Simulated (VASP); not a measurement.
Input of a VASP 6.6.1 run:

File INCAR:

```
SYSTEM = Ta2Br
ALGO = Normal
EDIFF = 1E-7
ENCUT = 520
GGA = PE
ISIF = 2
ISMEAR = 0
LASPH = .True.
LCHARG = .False.
LREAL = .False.
LWAVE = .False.
NBANDS = 38
NELM = 100
PREC = Accurate
SIGMA = 0.1
```

The input KPOINTS:

```
k-points
0
Gamma
  4 4 4
  0 0 0
```

POSCAR

```
Ta2Br
1.0
    0.0000000000      3.9907766203      3.9907766203
    3.9907766203      0.0000000000      3.9907766203
    3.9907766203      3.9907766203      0.0000000000
Ta Br
4 2
Direct
    0.6250000000      0.6250000000      0.6250000000
    0.1250000000      0.6250000000      0.6250000000
    0.6250000000      0.6250000000      0.1250000000
    0.6250000000      0.1250000000      0.6250000000
    0.0000000000      0.0000000000      0.0000000000
    0.2500000000      0.2500000000      0.2500000000
```

Potentials or basis: VASP PAW PBE potentials, release 64 (Ta_pv, Br).

Command:

```sh
$ cat potpaw_PBE.64/Ta_pv/POTCAR potpaw_PBE.64/Br/POTCAR > POTCAR
$ mpirun -np 1 vasp_std > vasp.out
```

Task: What does it give for the band gap on the k mesh?

Result: Zero (band 29 reaches 6.33 eV, above the bottom of band 30 at 5.44 eV).

Task: Estimate the pressure.

Result: 1.7 GPa.

Caveat: spin-orbit coupling is left out, which moves the levels of the heavy elements.
